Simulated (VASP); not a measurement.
Set up this calculation in VASP 6.6.1, as the native input.

| Quantity | Value |
| --- | --- |
| Task | relaxation of cell and atoms |
| Functional | BLYP |
| Potentials or basis | VASP PAW PBE potentials, release 64 (V_sv) |
| Cutoff | 600 eV |
| k mesh | 12 × 12 × 12 |
| Occupations | fermi-dirac, width 0.05 eV |
| Spin | collinear spin, ferromagnetic start |
| Starting moments | [2.0] μB |
| Dipole correction | no |
| Further INCAR settings | ALGO = Normal; EDIFF = 1e-07; IBRION = 2; EDIFFG = -0.02; NSW = 80; ISIF = 3 |

The structure of V lies in POSCAR:

```
V
1.0
   -1.5143500000      1.5143500000      1.5143500000
    1.5143500000     -1.5143500000      1.5143500000
    1.5143500000      1.5143500000     -1.5143500000
V
1
Direct
    0.0000000000      0.0000000000      0.0000000000
```

These files were run (other wordings do the same):

INCAR

```
PREC     = Accurate       # precision mode
ENCUT    = 600            # plane-wave cutoff, eV
EDIFF    = 1E-7           # SCF threshold, eV
ISMEAR   = -1             # smearing method
SIGMA    = 0.05           # smearing width, eV
LREAL    = F              # projectors in reciprocal space
LASPH    = T              # aspherical terms in the spheres
NELM     = 150            # most SCF steps
ALGO     = Normal         # electronic algorithm
ISIF     = 3              # what is computed and relaxed
LWAVE    = F              # write WAVECAR
LCHARG   = F              # write CHGCAR
ISPIN    = 2              # spin polarisation
MAGMOM   = 2              # initial moments
LORBIT   = 11             # projections on sites
LMAXMIX  = 4              # l up to which the mixer works
GGA      = B5             # functional
ALDAX    = 1.0          
AGGAX    = 1.0          
AGGAC    = 1.0          
ALDAC    = 0.0          
IBRION   = 2              # ionic algorithm
NSW      = 80             # ionic steps
EDIFFG   = -0.02          # ionic threshold
```

KPOINTS

```
regular mesh
0
Gamma
  12 12 12
```

Potentials or basis: VASP PAW PBE potentials, release 64 (V_sv).

The run is started by

```sh
$ cat potpaw_PBE.64/V_sv/POTCAR > POTCAR
$ mpirun -np 1 vasp_std > vasp.out
```

Results of the run:

The relaxed volume is 13.85 Å³/atom. The relaxed cell is a = 2.621 Å, b = 2.621 Å, c = 2.621 Å, α = 109.47°, β = 109.47°, γ = 109.47°, the space group after relaxing (to 0.05 Å) is Im-3m (No. 229) and the energy gained by relaxing is 0.1 meV/atom. The ionic steps are 3, the pressure after relaxing is 0.0 GPa and the net moment is 0.00 μB per cell. The valence electrons inside the program's atomic spheres are V 11.67.

Caveat: the PAW data sets were made with another functional, which shifts forces and pressure a little.

Run time: 58 s on 1 thread of Intel(R) Xeon(R) Platinum 8259CL CPU @ 2.50GHz (Skylake/Cascade Lake), with other jobs on the host, peak memory 0.17 GiB.
